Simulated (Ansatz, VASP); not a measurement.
# SnO2 in VASP and in Ansatz

File INCAR:

```
  PREC = Accurate
  ENCUT = 520
  EDIFF = 1E-6
  ISMEAR = 0
  SIGMA = 0.05
  LREAL = False
  LASPH = True
  NELM = 100
  ALGO = Normal
  ISIF = 2
  LWAVE = False
  LCHARG = False
  NBANDS = 35
```

KPOINTS

```
regular mesh
0
Gamma
  6 6 8
```

The input POSCAR:

```
SnO2
1.0
    4.7924604755      0.0000000000      0.0000000000
    0.0000000000      4.7929689394      0.0000000000
    0.0000000000      0.0000000000      3.2376852524
Sn O
2 4
Direct
    0.5000000000      0.5000000000      0.5000000000
    0.0000000000      0.0000000000      0.0000000000
    0.3059920358      0.3234744991      0.0000000000
    0.8059920358      0.1765255009      0.5000000000
    0.1940079642      0.8234744991      0.5000000000
    0.6940079642      0.6765255009      0.0000000000
```

Input for Ansatz:

```yaml
crystal:
  lattice:
    - [4.7924604755, 0.0, 0.0]
    - [0.0, 4.7929689394, 0.0]
    - [0.0, 0.0, 3.2376852524]
  atoms:
    - { symbol: Sn, position: [0.5, 0.5, 0.5] }
    - { symbol: Sn, position: [0.0, 0.0, 0.0] }
    - { symbol: O, position: [0.3059920358, 0.3234744991, 0.0] }
    - { symbol: O, position: [0.8059920358, 0.1765255009, 0.5] }
    - { symbol: O, position: [0.1940079642, 0.8234744991, 0.5] }
    - { symbol: O, position: [0.6940079642, 0.6765255009, 0.0] }
basis:
  ecutwfc: 520.0
kpoints:
  mp_grid: { grid: [6, 6, 8] }
hamiltonian:
  xc: lda
  pseudopotentials: { kind: paw, azcp: { folder: soft_1 } }
scf:
  occupations: { method: gaussian, width: 0.05 }
output:
  forces: true
  stress: true
  eigenvalues: true
```

Alike in both runs: task single point; functional LDA; k mesh 6 × 6 × 8; occupations gaussian, width 0.05 eV; no spin polarisation.

```csv
,VASP,Ansatz
version,VASP 6.6.1,Ansatz 0.2.0
potentials or method,"VASP PAW LDA potentials, release 64 (Sn_d, O), cutoff 520 eV","scalar-relativistic, plane waves, PAW"
valence electrons in the cell,52,52
```

```tsv
	VASP	Ansatz	Ansatz less VASP
gap on the k mesh at the Fermi level (eV)	0.88	0.86	-0.024
least direct gap on the mesh (eV)	0.88	0.86	-0.024
pressure (GPa)	-5.4	-6.6	-1.17
traceless stress, the component that is largest in VASP (GPa)	0.45	0.74	+0.283
rms of the force components (eV/Å)	0.522	0.495	-0.0269
```

Ansatz warns that its potentials were made for another functional, while VASP's fit it. LDA's correlation is that of Perdew and Zunger in VASP and of Perdew and Wang (1992) in Ansatz. Atom by atom the forces differ by 0.027 eV/Å (rms over components).
